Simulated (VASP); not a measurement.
Input of a VASP 6.6.1 run:

File INCAR:

```
SYSTEM = C
PREC = Accurate
ENCUT = 520
EDIFF = 1E-6
ISMEAR = 0
SIGMA = 0.05
LREAL = .FALSE.
LASPH = .TRUE.
NELM = 100
ALGO = Normal
ISIF = 2
LWAVE = .FALSE.
LCHARG = .FALSE.
GGA = PS
NBANDS = 11
```

Contents of KPOINTS:

```
Automatic mesh
0
G
  15 15 15
  0 0 0
```

The input POSCAR:

```
C
1.0
    1.1973256878      0.6912763082      3.4306861104
   -1.1973256878      0.6912763082      3.4306861104
    0.0000000000     -1.3825526163      3.4306861104
C
2
Direct
    0.1640000000      0.1640000000      0.1640000000
    0.8360000000      0.8360000000      0.8360000000
```

Potentials or basis: VASP PAW PBE potentials, release 64 (C).

Command:

```sh
$ cat potpaw_PBE.64/C/POTCAR > POTCAR
$ mpirun -np 1 vasp_std > vasp.out
```

Task: What does it give for the pressure?

Result: 25.0 GPa.

Task: Predict the largest force.

Result: 0.873 eV/Å.

Stress tensor (GPa, compression positive):
```
37.51  0.00  0.00
 0.00 37.51  0.00
 0.00  0.00 -0.03
```

Caveat: the cell differs from its parent crystal (strain -0.025 along x and y, +0.025 along z); the cell stands under pressure; this functional lacks dispersion, which binds the layers, so the pressure and a relaxed spacing across them are unreliable; the PAW data sets were made with another functional, which shifts forces and pressure a little.
